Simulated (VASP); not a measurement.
A run of VASP 6.6.1:

File INCAR:

```
SYSTEM = CoO
PREC     = Accurate       ! precision mode
ENCUT    = 520            ! plane-wave cutoff, eV
EDIFF    = 1E-6           ! SCF threshold, eV
ISMEAR   = 0              ! smearing method
SIGMA    = 0.05           ! smearing width, eV
LREAL    = .False.        ! projectors in reciprocal space
LASPH    = .True.         ! aspherical terms in the spheres
NELM     = 150            ! most SCF steps
ALGO     = Normal         ! electronic algorithm
ISIF     = 2              ! what is computed and relaxed
LWAVE    = .False.        ! write WAVECAR
LCHARG   = .True.         ! write CHGCAR
MAGMOM   = 2.87 0 0 0.62 0 0 ! initial moments
LORBIT   = 11             ! projections on sites
LSORBIT  = .True.         ! spin-orbit coupling
GGA_COMPAT= .False.      
LORBMOM  = .True.       
LMAXMIX  = 4              ! l up to which the mixer works
LDAU     = .True.         ! DFT+U
LDAUTYPE = 2            
LDAUL    = 2 -1           ! shell
LDAUU    = 4 0            ! U, eV
LDAUJ    = 0 0          
LDAUPRINT= 1            
GGA      = CA             ! functional
LVHAR    = .True.       
NBANDS   = 27             ! bands
```

File KPOINTS:

```
Automatic mesh
0
Gamma
  8 8 8
  0 0 0
```

The input POSCAR:

```
CoO
1.0
    0.0000000000      2.1315016600      2.1315016600
    2.1315016600      0.0000000000      2.1315016600
    2.1315016600      2.1315016600      0.0000000000
Co O
1 1
Direct
    0.0000000000      0.0000000000      0.0000000000
    0.5000000000      0.5000000000      0.5000000000
```

Potentials or basis: VASP PAW LDA potentials, release 64 (Co, O).

Run with:

```sh
$ cat potpaw_LDA.64/Co/POTCAR potpaw_LDA.64/O/POTCAR > POTCAR
$ mpirun -np 1 vasp_ncl > vasp.out
```

Hardware: 1 thread of Intel(R) Xeon(R) Platinum 8488C (Sapphire Rapids), on a shared host.

How long does it take, and how much memory?

Run time: 70 s on 1 thread of Intel(R) Xeon(R) Platinum 8488C (Sapphire Rapids), on a shared host, peak memory 0.21 GiB. Counts: scf iterations 18, k points 78.
